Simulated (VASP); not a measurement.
# LiH (Pm-3m) in VASP: further runs

Aim: see how the results for LiH move with the level of theory and the settings. Levels: r2SCAN, LDA, HSE06. Tasks: single point, relaxation of cell and atoms.

Everything below comes from runs of VASP 6.6.1. Logs are shortened: lines on timing, memory, paths and dates and some standing lists are left out, and cuts for length are marked.

### Step 1. The cell of the first run

Symmetry: Pm-3m, No. 221, cubic system. The conventional cell has a = 2.502 Å, b = 2.502 Å, c = 2.502 Å, α = 90.00°, β = 90.00°, γ = 90.00°. Within 2.9 Å of Li (site symmetry m-3m) lie 8 H at 2.17 Å and 6 Li at 2.50 Å. Within 2.9 Å of H (site symmetry m-3m) lie 8 Li at 2.17 Å and 6 H at 2.50 Å.

### Step 2. Single point, r2SCAN

The input, POSCAR:

```
LiH
1.0
    2.5016587118      0.0000000000      0.0000000000
    0.0000000000      2.5016587118      0.0000000000
    0.0000000000      0.0000000000      2.5016587118
Li H
1 1
Direct
    0.0000000000      0.0000000000      0.0000000000
    0.5000000000      0.5000000000      0.5000000000
```

The input, INCAR.step1:

```
SYSTEM = LiH
PREC = Accurate
ENCUT = 520
ISMEAR = 0
SIGMA = 0.01
LREAL = .False.
LASPH = .True.
NELM = 80
NBANDS = 9
GGA = PE
ALGO = Normal
EDIFF = 1E-4
LWAVE = .True.
LCHARG = .False.
```

The input, INCAR.step2:

```
SYSTEM = LiH
PREC = Accurate
ENCUT = 520
EDIFF = 1E-6
ISMEAR = 0
SIGMA = 0.01
LREAL = .False.
LASPH = .True.
NELM = 80
ALGO = Normal
ISIF = 2
LWAVE = .False.
LCHARG = .True.
METAGGA = R2SCAN
LMIXTAU = .True.
LELF = .True.
LVHAR = .True.
NBANDS = 9
ISTART = 1
```

The input, KPOINTS:

```
Automatic mesh
0
Gamma
  10 10 10
  0 0 0
```

Potentials or basis: VASP PAW PBE potentials, release 64 (Li_sv, H).

The run is started by

```console
$ cat potpaw_PBE.64/Li_sv/POTCAR potpaw_PBE.64/H/POTCAR > POTCAR
$ cp INCAR.step1 INCAR
$ mpirun -np 1 vasp_std > vasp.out
$ cp INCAR.step2 INCAR
$ mpirun -np 1 vasp_std > vasp.out
```

OUTCAR:

```text
SYSTEM = LiH
   PREC = Accurate
   ENCUT = 520
   EDIFF = 1E-6
   ISMEAR = 0
   LREAL = .False.
   LASPH = .True.
   NELM = 80
   ISIF = 2
   METAGGA = R2SCAN
   ISTART = 1

 ion  position               nearest neighbor table
   1  0.000  0.000  0.000-
   2  0.500  0.500  0.500-

  LATTYP: Found a simple cubic cell.
 ALAT       =     2.5016587118

  Lattice vectors:

 A1 = (   2.5016587118,   0.0000000000,   0.0000000000)
 A2 = (   0.0000000000,   2.5016587118,   0.0000000000)
 A3 = (   0.0000000000,   0.0000000000,   2.5016587118)

Analysis of symmetry for initial positions (statically):
=====================================================================
 Subroutine PRICEL returns:
 Original cell was already a primitive cell.

 Routine SETGRP: Setting up the symmetry group for a
 simple cubic supercell.

 Subroutine GETGRP returns: Found 48 space group operations
 (whereof 48 operations were pure point group operations)
 out of a pool of 48 trial point group operations.

The static configuration has the point symmetry O_h .

Analysis of symmetry for dynamics (positions and initial velocities):
=====================================================================
 Subroutine PRICEL returns:
 Original cell was already a primitive cell.

 Routine SETGRP: Setting up the symmetry group for a
 simple cubic supercell.

 Subroutine GETGRP returns: Found 48 space group operations
 (whereof 48 operations were pure point group operations)
 out of a pool of 48 trial point group operations.

The dynamic configuration has the point symmetry O_h .

 Subroutine INISYM returns: Found 48 space group operations
 (whereof 48 operations are pure point group operations),
 and found     1 'primitive' translations

----------------------------------------------------------------------------------------

                                     Primitive cell

  volume of cell :      15.6561

  direct lattice vectors                    reciprocal lattice vectors
     2.501658712  0.000000000  0.000000000     0.399734782  0.000000000  0.000000000
     0.000000000  2.501658712  0.000000000     0.000000000  0.399734782  0.000000000
     0.000000000  0.000000000  2.501658712     0.000000000  0.000000000  0.399734782

  length of vectors
     2.501658712  2.501658712  2.501658712     0.399734782  0.399734782  0.399734782

  position of ions in fractional coordinates (direct lattice)
     0.000000000  0.000000000  0.000000000
     0.500000000  0.500000000  0.500000000

  ion indices of the primitive-cell ions
   primitive index   ion index
                 1           1
                 2           2

----------------------------------------------------------------------------------------

 KPOINTS: Automatic mesh

Automatic generation of k-mesh.
 Grid dimensions read from file:
 generate k-points for:   10   10   10

 Generating k-lattice:

  Cartesian coordinates                     Fractional coordinates (reciprocal lattice)
     0.039973478  0.000000000  0.000000000     0.100000000  0.000000000  0.000000000
     0.000000000  0.039973478  0.000000000     0.000000000  0.100000000  0.000000000
     0.000000000  0.000000000  0.039973478     0.000000000  0.000000000  0.100000000

  Length of vectors
     0.039973478  0.039973478  0.039973478

  Shift w.r.t. Gamma in fractional coordinates (k-lattice)
     0.000000000  0.000000000  0.000000000

 Subroutine IBZKPT returns following result:
 ===========================================

 Found     56 irreducible k-points:

 Following reciprocal coordinates:
            Coordinates               Weight
  0.000000  0.000000  0.000000      1.000000
  0.100000  0.000000  0.000000      6.000000
  0.200000  0.000000  0.000000      6.000000
  0.300000  0.000000  0.000000      6.000000
  0.400000  0.000000  0.000000      6.000000
  0.500000  0.000000  0.000000      3.000000
[... 16 lines left out ...]
  0.200000  0.100000  0.100000     24.000000
  0.300000  0.100000  0.100000     24.000000
 [... further k-points ...]
   k-points           NKPTS =     56   k-points in BZ     NKDIM =     56   number of bands    NBANDS=      9
   number of dos      NEDOS =    301   number of ions     NIONS =      2
   total plane-waves  NPLWV =   8000
   dimension x,y,z NGX =    20 NGY =   20 NGZ =   20
   dimension x,y,z NGXF=    40 NGYF=   40 NGZF=   40
   ions per type =               1   1
   NGX,Y,Z   is equivalent  to a cutoff of  13.29, 13.29, 13.29 a.u.
   NGXF,Y,Z  is equivalent  to a cutoff of  26.58, 26.58, 26.58 a.u.
 SYSTEM =  LiH
   PREC   = accura    normal or accurate (medium, high low for compatibility)
   ISTART =      1    job   : 0-new  1-cont  2-samecut
   ICHARG =      0    charge: 1-file 2-atom 10-const
   ISPIN  =      1    spin polarized calculation?
   LNONCOLLINEAR =      F non collinear calculations
   LSORBIT =      F    spin-orbit coupling
   LASPH  =      T    aspherical Exc in radial PAW
   ENCUT  =  520.0 eV  38.22 Ry    6.18 a.u.   4.65  4.65  4.65*2*pi/ulx,y,z
   NELM   =     80;   NELMIN=  2; NELMDL=  0     # of ELM steps
   EDIFF  = 0.1E-05   stopping-criterion for ELM
   LREAL  =      F    real-space projection
   EDIFFG = 0.1E-04   stopping-criterion for IOM
   NSW    =      0    number of steps for IOM
   IBRION =     -1    ionic relax: 0-MD 1-quasi-New 2-CG
   NFREE  =      0    steps in history (QN), initial steepest desc. (CG)
   ISIF   =      2    stress and relaxation
   ISYM   =      2    0-nonsym 1-usesym 2-fastsym
   POTIM  = 0.5000    time-step for ionic-motion
   TEBEG  =    0.0;   TEEND  =   0.0 temperature during run
   PSTRESS=    0.0 pullay stress
   NELECT =       4.0000    total number of electrons
   NUPDOWN=      -1.0000    fix difference up-down
   EMIN   =  10.00;   EMAX   =-10.00  energy-range for DOS
   EFERMI =   0.00;   METHOD = LEGACY
   ISMEAR =     0;   SIGMA  =   0.01  broadening in eV -4-tet -1-fermi 0-gaus
   EFERMI_NEDOS =   21; number of points for ismear=-14 and -15
   IALGO  =     38    algorithm
   IMIX   =      4    mixing-type and parameters
     AMIX     =   0.40;   BMIX     =  1.00
     AMIX_MAG =   1.60;   BMIX_MAG =  1.00
  volume/ion in A,a.u.               =       7.83        52.83
  Fermi-wavevector in a.u.,A,eV,Ry     =   1.038804  1.963054 14.682222  1.079113
  Thomas-Fermi vector in A             =   2.173305
   LORBIT       =      0    0 simple, 1 ext, 2 COOP (PROOUT), +10 PAW based schemes
   METAGGA = R2SCAN    functional components
   LHFCALC =     F    Hartree Fock is set to
   AEXX    =    0.0000 exact exchange contribution
   IVDW    =     0    specifies the selected vdW correction
   LEPSILON=     F    determine dielectric tensor
   LRPA    =     F    only Hartree local field effects (RPA)
 non-spin polarized calculation
 Gauss-broadening in eV      SIGMA  =   0.01
  energy-cutoff  :      520.00
  volume of cell :       15.66
 maximum number of plane-waves:       441
 NGX is ok and might be reduce to    20
   NGX =  9   NGY =  9   NGZ =  9

 number of electron       4.0000012 magnetization

 Free energy of the ion-electron system (eV)
  ---------------------------------------------------
  ext. energy  EPLUGINS =         0.00000000
  ---------------------------------------------------
  free energy    TOTEN  =        -6.33956467 eV

  energy without entropy =       -6.33956467  energy(sigma->0) =       -6.33956467

 E-fermi :   3.7542     XC(G=0):  -9.0260

 val. band max:        3.4777754541   @ k =   0.5000   0.5000   0.5000
 cond. band min:       4.7775211307   @ k =   0.5000   0.0000   0.0000
 fundamental gap:      1.2997456766
 Fermi energy:         3.7542146644

 k-point     1 :       0.0000    0.0000    0.0000
  band No.  band energies     occupation
      1     -46.3178      2.00000
      2      -5.6416      2.00000
      3      16.5172      0.00000
      4      16.5172      0.00000
      5      16.5172      0.00000
      6      17.5542      0.00000
      7      19.5524      0.00000
      8      19.5524      0.00000
      9      37.7574      0.00000

 k-point     2 :       0.1000    0.0000    0.0000
  band No.  band energies     occupation
      1     -46.3131      2.00000
      2      -5.4855      2.00000
      3      13.6074      0.00000
      4      16.7576      0.00000
      5      16.7576      0.00000
      6      17.6042      0.00000
      7      19.8014      0.00000
      8      22.7744      0.00000
      9      35.8079      0.00000

 k-point     3 :       0.2000    0.0000    0.0000
  band No.  band energies     occupation
      1     -46.3004      2.00000
      2      -5.0386      2.00000
      3      10.2487      0.00000
      4      17.2227      0.00000
      5      17.4811      0.00000
      6      17.4811      0.00000
      7      20.5478      0.00000
      8      27.6327      0.00000
      9      32.2606      0.00000

 k-point     4 :       0.3000    0.0000    0.0000
  band No.  band energies     occupation
      1     -46.2848      2.00000
      2      -4.3777      2.00000
      3       7.4710      0.00000
      4      16.7350      0.00000
      5      18.6691      0.00000
      6      18.6691      0.00000
      7      21.7877      0.00000
      8      28.7999      0.00000
      9      28.7999      0.00000
[... 205 lines left out ...]
 k-point    22 :       0.1000    0.1000    0.1000
  band No.  band energies     occupation
      1     -46.3036      2.00000
      2      -5.1637      2.00000
      3      13.5680      0.00000
      4      13.5680      0.00000
      5      14.6422      0.00000
      6      19.7101      0.00000
      7      23.9706      0.00000
      8      23.9706      0.00000
      9      33.2767      0.00000

 k-point    23 :       0.2000    0.1000    0.1000
  band No.  band energies     occupation
      1     -46.2912      2.00000
      2      -4.6955      2.00000
      3      10.4289      0.00000
      4      14.3034      0.00000
      5      14.5136      0.00000
      6      20.2395      0.00000
      7      24.6919      0.00000
      8      28.3207      0.00000
      9      29.2899      0.00000

 k-point    24 :       0.3000    0.1000    0.1000
  band No.  band energies     occupation
      1     -46.2759      2.00000
      2      -3.9987      2.00000
      3       7.6587      0.00000
      4      14.4994      0.00000
      5      15.5180      0.00000
      6      20.7264      0.00000
      7      25.3876      0.00000
      8      26.1823      0.00000
      9      29.5582      0.00000

 [... further k-points ...]
[... 5 lines left out ...]
  --------------------------------------------------------------------------------------
  -------------------------------------------------------------------------------------
  Total       -0.0486185     -0.0486185     -0.0486185      0.0000000     -0.0000000     -0.0000000
  in kB       -4.9753979     -4.9753979     -4.9753979      0.0000000     -0.0000000     -0.0000000
  external PRESSURE =      -4.9753979 kB  Pullay stress =       0.0000000 kB

 VOLUME and BASIS-vectors are now :
 -----------------------------------------------------------------------------
  energy-cutoff  :      520.00
  volume of cell :       15.66
      direct lattice vectors                 reciprocal lattice vectors
     2.501658712  0.000000000  0.000000000     0.399734782  0.000000000  0.000000000
     0.000000000  2.501658712  0.000000000     0.000000000  0.399734782  0.000000000
     0.000000000  0.000000000  2.501658712     0.000000000  0.000000000  0.399734782

 POSITION                                       TOTAL-FORCE (eV/Angst)
 -----------------------------------------------------------------------------------
      0.00000      0.00000      0.00000         0.000000      0.000000      0.000000
      1.25083      1.25083      1.25083         0.000000      0.000000      0.000000
 -----------------------------------------------------------------------------------
    total drift:                               -0.000000      0.000000     -0.000000

  FREE ENERGIE OF THE ION-ELECTRON SYSTEM (eV)
  ---------------------------------------------------
  free  energy   TOTEN  =        -6.3395646670 eV

  energy  without entropy=       -6.3395646670  energy(sigma->0) =       -6.33956467
```

Run time: 43 s. Hardware: 1 thread of AMD EPYC 7R43 (Zen 3), shared host; peak memory 0.08 GiB.

What came out:

- Free energy: -6.3396 eV
- Band gap on the k mesh: 1.30 eV, indirect (least direct gap 4.89 eV)

Caveat: the cutoff is under 1.25 times the usual one of these potentials, so pressure, stress and relaxed cells hold a basis-set (Pulay) error; the PAW data sets were made with another functional, which shifts forces and pressure a little. r2SCAN opens gaps a little over a GGA but as a rule still falls short of measured ones.

### Step 3. Relaxation of cell and atoms, LDA

This run uses another cell than the first one, of 7.87 Å³/atom, 1.005 times its volume.

The input, INCAR:

```
SYSTEM = LiH
PREC = Accurate ; ENCUT = 600
EDIFF = 1E-6 ; ISMEAR = -1
SIGMA = 0.02 ; LREAL = .FALSE.
LASPH = .TRUE. ; NELM = 100
ALGO = Normal ; ISIF = 3
LWAVE = .FALSE. ; LCHARG = .FALSE.
GGA = CA ; IBRION = 2
NSW = 80 ; EDIFFG = -0.005
```

The input, KPOINTS:

```
Automatic mesh
0
G
  10 10 10
  0 0 0
```

The input, POSCAR:

```
LiH
1.0
    2.5060075176      0.0000000000      0.0000000000
    0.0000000000      2.5060075176      0.0000000000
    0.0000000000      0.0000000000      2.5060075176
Li H
1 1
Direct
    0.0000000000      0.0000000000      0.0000000000
    0.5000000000      0.5000000000      0.5000000000
```

Potentials or basis: VASP PAW LDA potentials, release 64 (Li_sv, H).

The run is started by

```console
$ cat potpaw_LDA.64/Li_sv/POTCAR potpaw_LDA.64/H/POTCAR > POTCAR
$ mpirun -np 1 vasp_std > vasp.out
```

It took 13 s on 1 thread of AMD EPYC 7R43 (Zen 3), shared host; peak memory 0.08 GiB.

The run converged. Its results:

```yaml
Free_energy: -6.0350 eV
Relaxed_volume: 7.29 Å³/atom
Relaxed_cell: a = 2.442 Å, b = 2.442 Å, c = 2.442 Å, α = 90.00°, β = 90.00°, γ = 90.00°
Space_group_after_relaxing_to_0.05_Å: Pm-3m (No. 221)
Energy_gained_by_relaxing: 5.2 meV/atom
Ionic_steps: 4
Pressure_after_relaxing: 0.0 GPa
Band_gap_on_the_k_mesh: 0.35 eV, indirect (least direct gap 3.89 eV)
```

Step by step:
```tsv
step	energy change (eV)	largest force (eV/Å)	pressure (GPa)	volume (Å³)
1	0.0000	0.0000	-2.68	15.74
2	-0.0044	0.0000	-2.09	15.44
3	-0.0103	0.0000	-0.20	14.65
4	-0.0103	0.0000	0.01	14.57
```

Final structure:
```xyz
2
Lattice="2.4424 0.0000 0.0000 0.0000 2.4424 0.0000 0.0000 0.0000 2.4424" Properties=species:S:1:pos:R:3 pbc="T T T"
Li    0.0000    0.0000    0.0000
H     1.2212    1.2212    1.2212
```

Levels at points of the mesh, in eV from the valence-band top:
```
           k point  band 1  band 2  band 3  band 4  band 5
(0.00, 0.00, 0.00)  -47.53   -9.54   11.84   11.84   11.84
(0.50, 0.00, 0.00)  -47.45   -7.30    0.35   11.72   16.29
(0.50, 0.50, 0.00)  -47.39   -2.97    0.91    0.91    9.16
(0.50, 0.50, 0.50)  -47.32    0.00    5.98    5.98    5.98
```

Caveat: the cutoff is under 1.25 times the usual one of these potentials, so pressure, stress and relaxed cells hold a basis-set (Pulay) error. A k mesh can miss the band edges.

### Step 4. Relaxation of cell and atoms, r2SCAN

This run uses another cell than the first one, of 7.87 Å³/atom, 1.005 times its volume.

POSCAR is that of step 3.

The input, INCAR.step1:

```
SYSTEM = LiH
PREC = Accurate
ENCUT = 600
ISMEAR = -1
SIGMA = 0.02
LREAL = .False.
LASPH = .True.
NELM = 60
GGA = PE
ALGO = Normal
EDIFF = 1E-4
LWAVE = .True.
LCHARG = .False.
```

The input, INCAR.step2:

```
SYSTEM = LiH
PREC = Accurate
ENCUT = 600
EDIFF = 1E-6
ISMEAR = -1
SIGMA = 0.02
LREAL = .False.
LASPH = .True.
NELM = 60
ALGO = Normal
ISIF = 3
LWAVE = .False.
LCHARG = .False.
METAGGA = R2SCAN
LMIXTAU = .True.
IBRION = 2
NSW = 80
EDIFFG = -0.005
ISTART = 1
```

The input, KPOINTS:

```
Automatic mesh
0
Gamma
  10 10 10
  0 0 0
```

Potentials or basis: VASP PAW PBE potentials, release 64 (Li_sv, H).

The run is started by

```console
$ cat potpaw_PBE.64/Li_sv/POTCAR potpaw_PBE.64/H/POTCAR > POTCAR
$ cp INCAR.step1 INCAR
$ mpirun -np 1 vasp_std > vasp.out
$ cp INCAR.step2 INCAR
$ mpirun -np 1 vasp_std > vasp.out
```

Run time: 97 s. Hardware: 1 thread of AMD EPYC 7R43 (Zen 3), shared host; peak memory 0.08 GiB.

The run converged. Its results:

```
Free energy                            : -6.3424 eV
Relaxed volume                         : 7.76 Å³/atom
Relaxed cell                           : a = 2.494 Å, b = 2.494 Å, c = 2.494 Å, α = 90.00°, β = 90.00°, γ = 90.00°
Space group after relaxing (to 0.05 Å) : Pm-3m (No. 221)
Energy gained by relaxing              : 0.3 meV/atom
Ionic steps                            : 4
Pressure after relaxing                : 0.0 GPa
Band gap on the k mesh                 : 1.30 eV, indirect (least direct gap 4.89 eV)
```

The path:
```
step  energy change (eV)  largest force (eV/Å)  pressure (GPa)  volume (Å³)
   1              0.0000                0.0000           -0.69        15.74
   2             -0.0003                0.0000           -0.48        15.66
   3             -0.0004                0.0000           -0.32        15.61
   4             -0.0006                0.0000            0.01        15.51
```

Final structure:
```yaml
crystal:
  lattice:
    - [2.49411, 0.00000, 0.00000]
    - [0.00000, 2.49411, 0.00000]
    - [0.00000, 0.00000, 2.49411]
  atoms:
    - { symbol: Li, position: [0.00000, 0.00000, 0.00000] }
    - { symbol: H, position: [0.50000, 0.50000, 0.50000] }
```

Levels at points of the mesh, in eV from the valence-band top:
```tsv
k point	band 1	band 2	band 3	band 4	band 5
(0.00, 0.00, 0.00)	-49.81	-9.18	13.09	13.09	13.09
(0.50, 0.00, 0.00)	-49.75	-6.92	1.30	12.79	18.08
(0.50, 0.50, 0.00)	-49.71	-2.89	2.00	2.00	10.52
(0.50, 0.50, 0.50)	-49.67	0.00	7.52	7.52	7.52
```

Caveat: the cutoff is under 1.25 times the usual one of these potentials, so pressure, stress and relaxed cells hold a basis-set (Pulay) error; the PAW data sets were made with another functional, which shifts forces and pressure a little.

(Part 1 of 2 ends here.)
